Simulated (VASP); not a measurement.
AgCl, 2 atoms in the cell. The structure is orthorhombic, space group Immm (No. 71). Conventional cell: a = 3.819 Å, b = 4.025 Å, c = 5.546 Å, α = 90.00°, β = 90.00°, γ = 90.00°. Ag (site symmetry mmm) has 6 Cl at 2.77 Å within 3.7 Å. Within 3.7 Å of Cl (site symmetry mmm) lie 6 Ag at 2.77 Å.  This cell differs from its parent crystal: strain +0.0525 x Voigt [0, 0, 0, 0, 1, 0].

| Quantity | Value |
| --- | --- |
| Program | VASP 6.6.1 |
| Task | single point |
| Functional | PBE |
| Potentials or basis | VASP PAW PBE potentials, release 64 (Ag, Cl) |
| Cutoff | 520 eV |
| k mesh | 8 × 8 × 8 |
| Occupations | gaussian, width 0.05 eV |
| Spin | no spin polarisation |
| Dipole correction | no |
| Further INCAR settings | ALGO = Normal; EDIFF = 1e-06; NBANDS = 16 |

Potentials or basis: VASP PAW PBE potentials, release 64 (Ag, Cl).

Run with:

```bash
$ cat potpaw_PBE.64/Ag/POTCAR potpaw_PBE.64/Cl/POTCAR > POTCAR
$ mpirun -np 1 vasp_std > vasp.out
```

Hardware: 1 thread of Intel(R) Xeon(R) Platinum 8259CL CPU @ 2.50GHz (Skylake/Cascade Lake), with other jobs on the host.

Question: Estimate the wall time of this run.

Answer: It took 64 s on 1 thread of Intel(R) Xeon(R) Platinum 8259CL CPU @ 2.50GHz (Skylake/Cascade Lake), with other jobs on the host, peak memory 0.21 GiB. Counts: scf iterations 12, k points 95.
